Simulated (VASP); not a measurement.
# TiAl3 (P4mm) in VASP: single point with PBEsol

Aim: the single point of TiAl3 with PBEsol.

Everything below comes from runs of VASP 6.6.1. Logs are shortened: lines on timing, memory, paths and dates and some standing lists are left out, and cuts for length are marked.

## 1. The cell of the first run

The structure is tetragonal, space group P4mm (No. 99). The conventional cell has a = 3.948 Å, b = 3.948 Å, c = 3.948 Å, α = 90.00°, β = 90.00°, γ = 90.00°. Within 3.6 Å of Ti (site symmetry 4mm) lie 12 Al at 2.71 to 2.88 Å. Al (site symmetry 2mm) has 4 Ti at 2.71 to 2.88 Å and 8 Al at 2.79 Å within 3.6 Å. Al (site symmetry 4mm) has 8 Al at 2.79 Å and 4 Ti at 2.79 Å within 3.7 Å.

## 2. Single point, PBEsol (atom 1 (Ti) moved -0.120 Å towards its neighbour atom 1 (Ti) at 3.948 Å)

INCAR

```
ALGO     = Fast           # electronic algorithm
EDIFF    = 1E-6           # SCF threshold, eV
ENCUT    = 520            # plane-wave cutoff, eV
GGA      = PS             # functional
ISIF     = 2              # what is computed and relaxed
ISMEAR   = 0              # smearing method
LASPH    = T              # aspherical terms in the spheres
LCHARG   = F              # write CHGCAR
LREAL    = F              # projectors in reciprocal space
LWAVE    = F              # write WAVECAR
NBANDS   = 18             # bands
NELM     = 100            # most SCF steps
PREC     = Accurate       # precision mode
SIGMA    = 0.15           # smearing width, eV
```

KPOINTS

```
k-points
0
Gamma
  12 12 12
```

POSCAR

```
TiAl3
1.0
    3.9483448106      0.0000000000      0.0000000000
    0.0000000000      3.9483448106      0.0000000000
    0.0000000000      0.0000000000      3.9483448106
Ti Al
1 3
Direct
    0.0303924824      0.0000000000      0.0000000000
    0.5000000000      0.5000000000      0.0000000000
    0.5000000000      0.0000000000      0.5000000000
    0.0000000000      0.5000000000      0.5000000000
```

Potentials or basis: VASP PAW PBE potentials, release 64 (Ti_sv, Al).

Command:

```console
$ cat potpaw_PBE.64/Ti_sv/POTCAR potpaw_PBE.64/Al/POTCAR > POTCAR
$ mpirun -np 1 vasp_std > vasp.out
```

OUTCAR:

```text
EDIFF = 1E-6
   ENCUT = 520
   GGA = PS
   ISIF = 2
   ISMEAR = 0
   LASPH = T
   LREAL = F
   NELM = 100
   PREC = Accurate

 ion  position               nearest neighbor table
   1  0.030  0.000  0.000-   2 2.71   3 2.71   3 2.71   2 2.71   4 2.79   4 2.79   4 2.79   4 2.79
                             2 2.88   3 2.88   3 2.88   2 2.88
   2  0.500  0.500  0.000-   1 2.71   1 2.71   4 2.79   3 2.79   4 2.79   3 2.79   3 2.79   3 2.79
                             4 2.79   4 2.79   1 2.88   1 2.88
   3  0.500  0.000  0.500-   1 2.71   1 2.71   4 2.79   2 2.79   2 2.79   2 2.79   4 2.79   2 2.79
                             4 2.79   4 2.79   1 2.88   1 2.88
   4  0.000  0.500  0.500-   2 2.79   3 2.79   2 2.79   3 2.79   2 2.79   3 2.79   2 2.79   3 2.79
                             1 2.79   1 2.79   1 2.79   1 2.79

  LATTYP: Found a simple cubic cell.
 ALAT       =     3.9483448106

  Lattice vectors:

 A1 = (   3.9483448106,   0.0000000000,   0.0000000000)
 A2 = (   0.0000000000,   3.9483448106,   0.0000000000)
 A3 = (   0.0000000000,   0.0000000000,   3.9483448106)

Analysis of symmetry for initial positions (statically):
=====================================================================
 Subroutine PRICEL returns:
 Original cell was already a primitive cell.

 Routine SETGRP: Setting up the symmetry group for a
 simple cubic supercell.

 Subroutine GETGRP returns: Found  8 space group operations
 (whereof  8 operations were pure point group operations)
 out of a pool of 48 trial point group operations.

The static configuration has the point symmetry C_4v.

Analysis of symmetry for dynamics (positions and initial velocities):
=====================================================================
 Subroutine PRICEL returns:
 Original cell was already a primitive cell.

 Routine SETGRP: Setting up the symmetry group for a
 simple cubic supercell.

 Subroutine GETGRP returns: Found  8 space group operations
 (whereof  8 operations were pure point group operations)
 out of a pool of 48 trial point group operations.

The dynamic configuration has the point symmetry C_4v.

 Subroutine INISYM returns: Found  8 space group operations
 (whereof  8 operations are pure point group operations),
 and found     1 'primitive' translations

----------------------------------------------------------------------------------------

                                     Primitive cell
[... 84 lines left out ...]
   NGXF,Y,Z  is equivalent  to a cutoff of  25.26, 25.26, 25.26 a.u.
 SYSTEM =  unknown system
   PREC   = accura    normal or accurate (medium, high low for compatibility)
   ISTART =      0    job   : 0-new  1-cont  2-samecut
   ICHARG =      2    charge: 1-file 2-atom 10-const
   ISPIN  =      1    spin polarized calculation?
   LNONCOLLINEAR =      F non collinear calculations
   LSORBIT =      F    spin-orbit coupling
   LASPH  =      T    aspherical Exc in radial PAW
   ENCUT  =  520.0 eV  38.22 Ry    6.18 a.u.   7.34  7.34  7.34*2*pi/ulx,y,z
   NELM   =    100;   NELMIN=  2; NELMDL= -5     # of ELM steps
   EDIFF  = 0.1E-05   stopping-criterion for ELM
   LREAL  =      F    real-space projection
[... 7 lines left out ...]
   TEBEG  =    0.0;   TEEND  =   0.0 temperature during run
   PSTRESS=    0.0 pullay stress
   NELECT =      21.0000    total number of electrons
   NUPDOWN=      -1.0000    fix difference up-down
   EMIN   =  10.00;   EMAX   =-10.00  energy-range for DOS
   EFERMI =   0.00;   METHOD = LEGACY
   ISMEAR =     0;   SIGMA  =   0.15  broadening in eV -4-tet -1-fermi 0-gaus
   EFERMI_NEDOS =   21; number of points for ismear=-14 and -15
   IALGO  =     68    algorithm
   IMIX   =      4    mixing-type and parameters
     AMIX     =   0.40;   BMIX     =  1.00
     AMIX_MAG =   1.60;   BMIX_MAG =  1.00
  volume/ion in A,a.u.               =      15.39       103.84
  Fermi-wavevector in a.u.,A,eV,Ry     =   1.143930  2.161715 17.804261  1.308576
  Thomas-Fermi vector in A             =   2.280624
   LORBIT       =      0    0 simple, 1 ext, 2 COOP (PROOUT), +10 PAW based schemes
   GGA     = PS    functional components
   LHFCALC =     F    Hartree Fock is set to
   AEXX    =    0.0000 exact exchange contribution
   IVDW    =     0    specifies the selected vdW correction
   LEPSILON=     F    determine dielectric tensor
   LRPA    =     F    only Hartree local field effects (RPA)
 non-spin polarized calculation
 RMM-DIIS sequential band-by-band and
 Gauss-broadening in eV      SIGMA  =   0.15
  energy-cutoff  :      520.00
  volume of cell :       61.55
 maximum number of plane-waves:      1683
 NGX is ok and might be reduce to    30
   NGX = 15   NGY = 15   NGZ = 15

 number of electron      20.9999996 magnetization

 Free energy of the ion-electron system (eV)
  ---------------------------------------------------
  ext. energy  EPLUGINS =         0.00000000
  ---------------------------------------------------
  free energy    TOTEN  =       -22.06544656 eV

  energy without entropy =      -22.03715187  energy(sigma->0) =      -22.05129922

 E-fermi :   9.1042     XC(G=0): -10.9349

 val. band max:        9.0960781037   @ k =   0.0000   0.2500   0.1667
 cond. band min:       9.1082005694   @ k =   0.0833   0.1667   0.1667
 fundamental gap:      0.0121224657
 Fermi energy:         9.1041994452

 k-point     1 :       0.0000    0.0000    0.0000
  band No.  band energies     occupation
      1     -47.5890      2.00000
      2     -23.9995      2.00000
      3     -23.9995      2.00000
      4     -23.9994      2.00000
      5      -1.7479      2.00000
      6       5.9662      2.00000
[... 481 lines left out ...]
      5      -0.6267      2.00000
      6       2.5265      2.00000
[... 10 lines left out ...]
     17      12.9902      0.00000
     18      15.0397      0.00000

 [... further k-points ...]
[... 5 lines left out ...]
  --------------------------------------------------------------------------------------
  -------------------------------------------------------------------------------------
  Total        0.2557817      0.1848893      0.1848893     -0.0000000      0.0000000      0.0000000
  in kB        6.6578631      4.8125697      4.8125697     -0.0000000      0.0000000      0.0000000
  external PRESSURE =       5.4276675 kB  Pullay stress =       0.0000000 kB

 VOLUME and BASIS-vectors are now :
 -----------------------------------------------------------------------------
  energy-cutoff  :      520.00
  volume of cell :       61.55
      direct lattice vectors                 reciprocal lattice vectors
     3.948344811  0.000000000  0.000000000     0.253270686  0.000000000  0.000000000
     0.000000000  3.948344811  0.000000000     0.000000000  0.253270686  0.000000000
     0.000000000  0.000000000  3.948344811     0.000000000  0.000000000  0.253270686

 POSITION                                       TOTAL-FORCE (eV/Angst)
 -----------------------------------------------------------------------------------
      0.12000      0.00000      0.00000        -1.115962      0.000000     -0.000000
      1.97417      1.97417      0.00000         0.495870     -0.000000      0.000000
      1.97417      0.00000      1.97417         0.495870     -0.000000      0.000000
      0.00000      1.97417      1.97417         0.124221     -0.000000      0.000000
 -----------------------------------------------------------------------------------
    total drift:                               -0.002308     -0.000000     -0.000002

  FREE ENERGIE OF THE ION-ELECTRON SYSTEM (eV)
  ---------------------------------------------------
  free  energy   TOTEN  =       -22.0654465619 eV

  energy  without entropy=      -22.0371518736  energy(sigma->0) =      -22.05129922
```

Wall time 5 min (1 thread of Intel Xeon Platinum 8124M at 3.00GHz (Skylake/Cascade Lake), shared host); peak memory 0.32 GiB.

What came out:

| Property | Result |
| --- | --- |
| Free energy | -22.0654 eV |
| Pressure | 0.5 GPa |
| Largest force | 1.116 eV/Å |
| Band gap on the k mesh | zero (an odd number of electrons rules out a gap without spin polarisation) |

Forces on the atoms (eV/Å):
```
Ti  -1.116  0.000  0.000
Al   0.496  0.000  0.000
Al   0.496  0.000  0.000
Al   0.124  0.000  0.000
```

Caveat: the cell differs from its parent crystal (atom 1 (Ti) moved -0.120 Å towards its neighbour atom 1 (Ti) at 3.948 Å); the PAW data sets were made with another functional, which shifts forces and pressure a little.
